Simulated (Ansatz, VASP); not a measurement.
**Two plane-wave programs on AlNi3**

POSCAR

```
AlNi3
1.0
    3.5610623180      0.0000000000      0.0000000000
    0.0000000000      3.5610623180      0.0000000000
    0.0000000000      0.0000000000      3.5610623180
Al Ni
1 3
Direct
    0.0000000000      0.0000000000      0.0000000000
    0.0000000000      0.5000000000      0.5000000000
    0.5000000000      0.0000000000      0.5000000000
    0.5000000000      0.5000000000      0.0000000000
```

File INCAR.step1:

```
PREC = Accurate
ENCUT = 520
ISMEAR = 0
SIGMA = 0.1
LREAL = F
LASPH = T
NELM = 150
ISPIN = 2
MAGMOM = 0 0.4 0.4 0.4
LMAXMIX = 4
NBANDS = 28
GGA = PE
ALGO = Normal
EDIFF = 1E-4
LWAVE = T
LCHARG = F
```

File INCAR.step2:

```
PREC = Accurate
ENCUT = 520
EDIFF = 1E-7
ISMEAR = 0
SIGMA = 0.1
LREAL = F
LASPH = T
NELM = 150
ALGO = Normal
ISIF = 2
LWAVE = F
LCHARG = F
ISPIN = 2
MAGMOM = 0 0.4 0.4 0.4
LORBIT = 11
LMAXMIX = 4
METAGGA = R2SCAN
LMIXTAU = T
NBANDS = 28
ISTART = 1
```

The input KPOINTS:

```
Automatic mesh
0
Gamma
  12 12 12
```

Input for Ansatz:

```yaml
crystal:
  lattice:
    - [3.561062318, 0.0, 0.0]
    - [0.0, 3.561062318, 0.0]
    - [0.0, 0.0, 3.561062318]
  atoms:
    - { symbol: Al, position: [0.0, 0.0, 0.0] }
    - { symbol: Ni, position: [0.0, 0.5, 0.5], spin: 0.4 }
    - { symbol: Ni, position: [0.5, 0.0, 0.5], spin: 0.4 }
    - { symbol: Ni, position: [0.5, 0.5, 0.0], spin: 0.4 }
basis:
  ecutwfc: 500
kpoints:
  mp_grid: { grid: [12, 12, 12] }
hamiltonian:
  xc: r2scan
scf:
  occupations: { method: gaussian, width: 0.1 }
output:
  forces: true
  stress: true
  eigenvalues: true
  populations: true
magnetization:
  spin_polarized: true
```

Alike in both runs: task single point; functional r2SCAN; k mesh 12 × 12 × 12; occupations gaussian, width 0.1 eV; collinear spin.

|  | VASP | Ansatz |
| --- | --- | --- |
| version | VASP 6.6.1 | Ansatz 0.2.0 |
| potentials or method | VASP PAW PBE potentials, release 64 (Al, Ni), cutoff 520 eV | scalar-relativistic, plane waves, PAW |
| valence electrons in the cell | 33 | 57 |

Ansatz gave:

- gap on the k mesh at the Fermi level (eV): none
- pressure (GPa): -5.6
- net moment per atom (μB): 0.23
- size of the moment on the site where the two differ most (μB): 0.37

Estimate VASP's values.

gap on the k mesh at the Fermi level (eV): none; pressure (GPa): -5.5; net moment per atom (μB): 0.22; size of the moment on the site where the two differ most (μB): 0.34.

VASP's potentials were made for PBE, not for r2SCAN. Site moments also hang on the region over which each program counts them. A gap of «none» marks a metal or a gap that the smearing closes. VASP's potentials hold 33 valence electrons a cell and Ansatz's 57, so a difference there can come from the potentials and not from the codes. Ansatz's warnings: stability check not made.
